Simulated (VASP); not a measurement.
ZnAu:

```
Zn Au
1.0
     3.14700    0.00000    0.00000
     0.00000    3.14700    0.00000
     0.00000    0.00000    3.14700
Zn Au
1 1
Direct
  0.50000 0.50000 0.50000
  0.00000 0.00000 0.00000
```

* Program: VASP 6.6.1
* Task: relaxation of cell and atoms
* Functional: LDA
* Potentials or basis: VASP PAW LDA potentials, release 64 (Zn, Au)
* Cutoff: 600 eV
* k mesh: 14 × 14 × 14
* Occupations: gaussian, width 0.1 eV
* Spin: no spin polarisation

At the start: pressure -6.3 GPa; volume 15.58 Å³/atom.

Where does the relaxation end?

Over 3 steps the energy falls by 14.1 meV/atom and the volume is 14.91 Å³/atom (-4.3 %); space group Pm-3m (No. 221, to 0.05 Å).

Step by step:
| step | energy change (eV) | largest force (eV/Å) | pressure (GPa) | volume (Å³) |
| --- | --- | --- | --- | --- |
| 1 | 0.0000 | 0.0000 | -6.32 | 31.17 |
| 2 | 0.0037 | 0.0000 | 8.07 | 28.48 |
| 3 | -0.0281 | 0.0000 | -0.05 | 29.81 |

Final structure:
```xyz
2
Lattice="3.1007 0.0000 0.0000 0.0000 3.1007 0.0000 0.0000 0.0000 3.1007" Properties=species:S:1:pos:R:3 pbc="T T T"
Zn    1.5504    1.5504    1.5504
Au    0.0000    0.0000    0.0000
```
